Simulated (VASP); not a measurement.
# AlCu4 (P2_13) in VASP: single point with r2SCAN

Aim: the single point of AlCu4 with r2SCAN.

Program: VASP 6.6.1. These are calculated values, not measurements. Logs are shortened: lines on timing, memory, paths and dates and some standing lists are left out, and cuts for length are marked.

**1. The cell of the first run**

Symmetry: P2_13, No. 198, cubic system. The conventional cell has a = 6.183 Å, b = 6.183 Å, c = 6.183 Å, α = 90.00°, β = 90.00°, γ = 90.00°. Within 3.1 Å of Al (site symmetry 3) lie 12 Cu at 2.33 to 2.62 Å. Cu (site symmetry 3) has 3 Al at 2.33 Å and 9 Cu at 2.48 to 2.62 Å within 3.1 Å. Within 3.3 Å of Cu (site symmetry 1) lie 11 Cu at 2.48 to 3.21 Å and 3 Al at 2.50 to 2.62 Å.

**2. Single point, r2SCAN (11.82 Å³/atom)**

Input file POSCAR:

```
AlCu4
1.0
    6.1829688054      0.0000000000      0.0000000000
    0.0000000000      6.1829688054      0.0000000000
    0.0000000000      0.0000000000      6.1829688054
Al Cu
4 16
Direct
    0.4397835756      0.9397835756      0.5602164244
    0.9397835756      0.5602164244      0.4397835756
    0.5602164244      0.4397835756      0.9397835756
    0.0602164244      0.0602164244      0.0602164244
    0.8086417843      0.3086417843      0.1913582157
    0.3086417843      0.1913582157      0.8086417843
    0.1913582157      0.8086417843      0.3086417843
    0.6913582157      0.6913582157      0.6913582157
    0.0476733773      0.8753687796      0.7008690782
    0.2991309218      0.5476733773      0.6246312204
    0.3753687796      0.7991309218      0.9523266227
    0.5476733773      0.6246312204      0.2991309218
    0.7991309218      0.9523266227      0.3753687796
    0.8753687796      0.7008690782      0.0476733773
    0.9523266227      0.3753687796      0.7991309218
    0.7008690782      0.0476733773      0.8753687796
    0.6246312204      0.2991309218      0.5476733773
    0.4523266227      0.1246312204      0.2008690782
    0.2008690782      0.4523266227      0.1246312204
    0.1246312204      0.2008690782      0.4523266227
```

Input file INCAR.step1:

```
ALGO = Normal
EDIFF = 1E-4
ENCUT = 520
GGA = PE
ISMEAR = 0
LASPH = T
LCHARG = F
LREAL = Auto
LWAVE = T
NBANDS = 110
NELM = 60
PREC = Accurate
SIGMA = 0.1
```

Input file INCAR.step2:

```
ALGO = Normal
EDIFF = 1E-6
ENCUT = 520
ISIF = 2
ISMEAR = 0
ISTART = 1
LASPH = T
LCHARG = T
LELF = T
LMIXTAU = T
LREAL = Auto
LVHAR = T
LWAVE = F
METAGGA = R2SCAN
NBANDS = 110
NELM = 60
PREC = Accurate
SIGMA = 0.1
```

Input file KPOINTS:

```
k-points
0
Gamma
  6 6 6
```

Potentials or basis: VASP PAW PBE potentials, release 64 (Al, Cu).

On the command line:

```bash
$ cat potpaw_PBE.64/Al/POTCAR potpaw_PBE.64/Cu/POTCAR > POTCAR
$ cp INCAR.step1 INCAR
$ mpirun -np 1 vasp_std > vasp.out
$ cp INCAR.step2 INCAR
$ mpirun -np 1 vasp_std > vasp.out
```

OUTCAR:

```text
EDIFF = 1E-6
   ENCUT = 520
   ISIF = 2
   ISMEAR = 0
   ISTART = 1
   LASPH = T
   LREAL = Auto
   METAGGA = R2SCAN
   NELM = 60
   PREC = Accurate

 ion  position               nearest neighbor table
   1  0.440  0.940  0.560-   6 2.33   7 2.33   8 2.33  13 2.50  17 2.50  18 2.50   9 2.61  10 2.61
                            11 2.61  12 2.62  16 2.62  20 2.62
   2  0.940  0.560  0.440-   5 2.33   7 2.33   8 2.33  10 2.50  15 2.50  20 2.50  14 2.61  12 2.61
                            13 2.61  17 2.62  19 2.62   9 2.62
   3  0.560  0.440  0.940-   5 2.33   6 2.33   8 2.33  11 2.50  12 2.50  19 2.50  16 2.61  17 2.61
                            15 2.61  10 2.62  18 2.62  14 2.62
   4  0.060  0.060  0.060-   5 2.33   6 2.33   7 2.33   9 2.50  14 2.50  16 2.50  18 2.61  19 2.61
                            20 2.61  11 2.62  15 2.62  13 2.62
   5  0.809  0.309  0.191-   2 2.33   3 2.33   4 2.33  13 2.48  17 2.48  18 2.48  14 2.62  15 2.62
                            19 2.62  16 2.62  12 2.62  20 2.62
   6  0.309  0.191  0.809-   1 2.33   3 2.33   4 2.33  10 2.48  15 2.48  20 2.48  16 2.62  18 2.62
                            11 2.62   9 2.62  19 2.62  17 2.62
   7  0.191  0.809  0.309-   1 2.33   2 2.33   4 2.33  11 2.48  12 2.48  19 2.48  13 2.62   9 2.62
                            20 2.62  18 2.62  10 2.62  14 2.62
   8  0.691  0.691  0.691-   1 2.33   2 2.33   3 2.33   9 2.48  14 2.48  16 2.48  10 2.62  12 2.62
                            17 2.62  15 2.62  13 2.62  11 2.62
   9  0.048  0.875  0.701-   8 2.48   4 2.50  13 2.58  20 2.58  10 2.60  11 2.60   1 2.61   7 2.62
[... 9 lines left out ...]
  14  0.875  0.701  0.048-   8 2.48   4 2.50  15 2.58  19 2.58  12 2.60  13 2.60   2 2.61   5 2.62
                             3 2.62   7 2.62  16 2.63   9 2.63
  15  0.952  0.375  0.799-   6 2.48   2 2.50  14 2.58  19 2.58  16 2.60  17 2.60   3 2.61   5 2.62
                             4 2.62   8 2.62  10 2.63  20 2.63
  16  0.701  0.048  0.875-   8 2.48   4 2.50  11 2.58  18 2.58  15 2.60  17 2.60   3 2.61   6 2.62
                             1 2.62   5 2.62  14 2.63   9 2.63
  17  0.625  0.299  0.548-   5 2.48   1 2.50  10 2.58  12 2.58  15 2.60  16 2.60   3 2.61   8 2.62
                             2 2.62   6 2.62  13 2.63  18 2.63
  18  0.452  0.125  0.201-   5 2.48   1 2.50  11 2.58  16 2.58  19 2.60  20 2.60   4 2.61   6 2.62
                             3 2.62   7 2.62  13 2.63  17 2.63
  19  0.201  0.452  0.125-   7 2.48   3 2.50  14 2.58  15 2.58  18 2.60  20 2.60   4 2.61   5 2.62
                             2 2.62   6 2.62  11 2.63  12 2.63
  20  0.125  0.201  0.452-   6 2.48   2 2.50   9 2.58  13 2.58  18 2.60  19 2.60   4 2.61   7 2.62
                             1 2.62   5 2.62  10 2.63  15 2.63

  LATTYP: Found a simple cubic cell.
 ALAT       =     6.1829688054

  Lattice vectors:

 A1 = (   6.1829688054,   0.0000000000,   0.0000000000)
 A2 = (   0.0000000000,   6.1829688054,   0.0000000000)
 A3 = (   0.0000000000,   0.0000000000,   6.1829688054)

Analysis of symmetry for initial positions (statically):
=====================================================================
 Subroutine PRICEL returns:
 Original cell was already a primitive cell.

 Routine SETGRP: Setting up the symmetry group for a
 simple cubic supercell.

 Subroutine GETGRP returns: Found 12 space group operations
 (whereof  3 operations were pure point group operations)
 out of a pool of 48 trial point group operations.

The static configuration has the point symmetry C_3 .
 The point group associated with its full space group is T   .

Analysis of symmetry for dynamics (positions and initial velocities):
=====================================================================
 Subroutine PRICEL returns:
 Original cell was already a primitive cell.

 Routine SETGRP: Setting up the symmetry group for a
 simple cubic supercell.

 Subroutine GETGRP returns: Found 12 space group operations
 (whereof  3 operations were pure point group operations)
 out of a pool of 48 trial point group operations.

The dynamic configuration has the point symmetry C_3 .
 The point group associated with its full space group is T   .

 Subroutine INISYM returns: Found 12 space group operations
 (whereof  3 operations are pure point group operations),
 and found     1 'primitive' translations

----------------------------------------------------------------------------------------

                                     Primitive cell

  volume of cell :     236.3694

  direct lattice vectors                    reciprocal lattice vectors
[... 61 lines left out ...]

  Cartesian coordinates                     Fractional coordinates (reciprocal lattice)
     0.026955767  0.000000000  0.000000000     0.166666667  0.000000000  0.000000000
     0.000000000  0.026955767  0.000000000     0.000000000  0.166666667  0.000000000
     0.000000000  0.000000000  0.026955767     0.000000000  0.000000000  0.166666667

  Length of vectors
     0.026955767  0.026955767  0.026955767

  Shift w.r.t. Gamma in fractional coordinates (k-lattice)
     0.000000000  0.000000000  0.000000000

 Subroutine IBZKPT returns following result:
 ===========================================

 Found     24 irreducible k-points:

 Following reciprocal coordinates:
            Coordinates               Weight
  0.000000  0.000000  0.000000      1.000000
  0.166667  0.000000  0.000000      6.000000
  0.333333  0.000000  0.000000      6.000000
  0.500000  0.000000  0.000000      3.000000
  0.166667  0.166667  0.000000     12.000000
  0.333333  0.166667  0.000000     12.000000
[... 16 lines left out ...]
  0.500000  0.500000  0.333333      6.000000
  0.500000  0.500000  0.500000      1.000000
   k-points           NKPTS =     24   k-points in BZ     NKDIM =     24   number of bands    NBANDS=    110
   number of dos      NEDOS =    301   number of ions     NIONS =     20
   total plane-waves  NPLWV = 110592
   dimension x,y,z NGX =    48 NGY =   48 NGZ =   48
   dimension x,y,z NGXF=    96 NGYF=   96 NGZF=   96
   ions per type =               4  16
   NGX,Y,Z   is equivalent  to a cutoff of  12.91, 12.91, 12.91 a.u.
   NGXF,Y,Z  is equivalent  to a cutoff of  25.81, 25.81, 25.81 a.u.
 SYSTEM =  unknown system
   PREC   = accura    normal or accurate (medium, high low for compatibility)
   ISTART =      1    job   : 0-new  1-cont  2-samecut
   ICHARG =      0    charge: 1-file 2-atom 10-const
   ISPIN  =      1    spin polarized calculation?
   LNONCOLLINEAR =      F non collinear calculations
   LSORBIT =      F    spin-orbit coupling
   LASPH  =      T    aspherical Exc in radial PAW
   ENCUT  =  520.0 eV  38.22 Ry    6.18 a.u.  11.50 11.50 11.50*2*pi/ulx,y,z
   NELM   =     60;   NELMIN=  2; NELMDL=  0     # of ELM steps
   EDIFF  = 0.1E-05   stopping-criterion for ELM
   LREAL  =      T    real-space projection
   EDIFFG = 0.1E-04   stopping-criterion for IOM
   NSW    =      0    number of steps for IOM
   IBRION =     -1    ionic relax: 0-MD 1-quasi-New 2-CG
   NFREE  =      0    steps in history (QN), initial steepest desc. (CG)
   ISIF   =      2    stress and relaxation
   ISYM   =      2    0-nonsym 1-usesym 2-fastsym
   POTIM  = 0.5000    time-step for ionic-motion
   TEBEG  =    0.0;   TEEND  =   0.0 temperature during run
   PSTRESS=    0.0 pullay stress
   NELECT =     188.0000    total number of electrons
   NUPDOWN=      -1.0000    fix difference up-down
   EMIN   =  10.00;   EMAX   =-10.00  energy-range for DOS
   EFERMI =   0.00;   METHOD = LEGACY
   ISMEAR =     0;   SIGMA  =   0.10  broadening in eV -4-tet -1-fermi 0-gaus
   EFERMI_NEDOS =   21; number of points for ismear=-14 and -15
   IALGO  =     38    algorithm
   IMIX   =      4    mixing-type and parameters
     AMIX     =   0.40;   BMIX     =  1.00
     AMIX_MAG =   1.60;   BMIX_MAG =  1.00
  volume/ion in A,a.u.               =      11.82        79.75
  Fermi-wavevector in a.u.,A,eV,Ry     =   1.516807  2.866350 31.302981  2.300704
  Thomas-Fermi vector in A             =   2.626147
   LORBIT       =      0    0 simple, 1 ext, 2 COOP (PROOUT), +10 PAW based schemes
   METAGGA = R2SCAN    functional components
   LHFCALC =     F    Hartree Fock is set to
   AEXX    =    0.0000 exact exchange contribution
   IVDW    =     0    specifies the selected vdW correction
   LEPSILON=     F    determine dielectric tensor
   LRPA    =     F    only Hartree local field effects (RPA)
 non-spin polarized calculation
 Gauss-broadening in eV      SIGMA  =   0.10
  energy-cutoff  :      520.00
  volume of cell :      236.37
 maximum number of plane-waves:      6403
 NGX is ok and might be reduce to    48
   NGX = 23   NGY = 23   NGZ = 23

 number of electron     188.0000082 magnetization

 Free energy of the ion-electron system (eV)
  ---------------------------------------------------
  ext. energy  EPLUGINS =         0.00000000
  ---------------------------------------------------
  free energy    TOTEN  =      -202.61354850 eV

  energy without entropy =     -202.59034571  energy(sigma->0) =     -202.60194711

 E-fermi :   8.2270     XC(G=0): -13.4669

 val. band max:        8.1923287206   @ k =   0.1667   0.1667   0.1667
 cond. band min:       8.2647806077   @ k =   0.3333   0.3333   0.0000
 fundamental gap:      0.0724518871
 Fermi energy:         8.2270159137

 k-point     1 :       0.0000    0.0000    0.0000
  band No.  band energies     occupation
      1      -2.6081      2.00000
      2       0.6539      2.00000
      3       0.6539      2.00000
      4       0.6539      2.00000
      5       1.6227      2.00000
      6       1.6227      2.00000
[... 2605 lines left out ...]
    105      12.4038      0.00000
    106      12.4038      0.00000
 [bands above 106 left out]

------------------------ aborting loop because EDIFF is reached ----------------------------------------

  FORCE on cell =-STRESS in cart. coord.  units (eV):
  Direction    XX          YY          ZZ          XY          YZ          ZX
  --------------------------------------------------------------------------------------
  -------------------------------------------------------------------------------------
  Total        7.5053526      7.5053526      7.5053526     -0.0000000      0.0000000      0.0000000
  in kB       50.8733708     50.8733708     50.8733708     -0.0000000      0.0000000      0.0000000
  external PRESSURE =      50.8733708 kB  Pullay stress =       0.0000000 kB

 VOLUME and BASIS-vectors are now :
 -----------------------------------------------------------------------------
  energy-cutoff  :      520.00
  volume of cell :      236.37
      direct lattice vectors                 reciprocal lattice vectors
     6.182968805  0.000000000  0.000000000     0.161734602  0.000000000  0.000000000
     0.000000000  6.182968805  0.000000000     0.000000000  0.161734602  0.000000000
     0.000000000  0.000000000  6.182968805     0.000000000  0.000000000  0.161734602

 POSITION                                       TOTAL-FORCE (eV/Angst)
 -----------------------------------------------------------------------------------
      2.71917      5.81065      3.46380         0.003120      0.003120     -0.003120
      5.81065      3.46380      2.71917         0.003120     -0.003120      0.003120
      3.46380      2.71917      5.81065        -0.003120      0.003120      0.003120
      0.37232      0.37232      0.37232        -0.003120     -0.003120     -0.003120
      4.99981      1.90832      1.18316         0.000568      0.000568     -0.000568
      1.90832      1.18316      4.99981         0.000568     -0.000568      0.000568
[... 12 lines left out ...]
      1.24197      2.79672      0.77059         0.020710      0.006212     -0.001649
      0.77059      1.24197      2.79672        -0.001649      0.020710      0.006212
 -----------------------------------------------------------------------------------
    total drift:                               -0.000002     -0.000001     -0.000000

  FREE ENERGIE OF THE ION-ELECTRON SYSTEM (eV)
  ---------------------------------------------------
  free  energy   TOTEN  =      -202.6135485026 eV

  energy  without entropy=     -202.5903457133  energy(sigma->0) =     -202.60194711
```

Run time: 86 min. Hardware: 1 thread of Oxide Virtual Turin-like, shared host; peak memory 0.58 GiB.

What came out:

| Quantity | Value |
| --- | --- |
| Free energy | -202.6135 eV |
| Pressure | 5.1 GPa |
| Largest force | 0.022 eV/Å |
| Band gap on the k mesh | zero (bands 94 and 95 overlap by 1.03 eV) |

Forces on the atoms (eV/Å):
```
Al   0.003  0.003 -0.003
Al   0.003 -0.003  0.003
Al  -0.003  0.003  0.003
Al  -0.003 -0.003 -0.003
Cu   0.001  0.001 -0.001
Cu   0.001 -0.001  0.001
Cu  -0.001  0.001  0.001
Cu  -0.001 -0.001 -0.001
Cu  -0.006  0.002  0.021
Cu  -0.021 -0.006 -0.002
Cu   0.002 -0.021  0.006
Cu  -0.006 -0.002 -0.021
Cu  -0.021  0.006  0.002
Cu   0.002  0.021 -0.006
Cu   0.006  0.002 -0.021
Cu   0.021 -0.006  0.002
Cu  -0.002 -0.021 -0.006
Cu   0.006 -0.002  0.021
Cu   0.021  0.006 -0.002
Cu  -0.002  0.021  0.006
```

Caveat: the cell stands under pressure; the PAW data sets were made with another functional, which shifts forces and pressure a little.
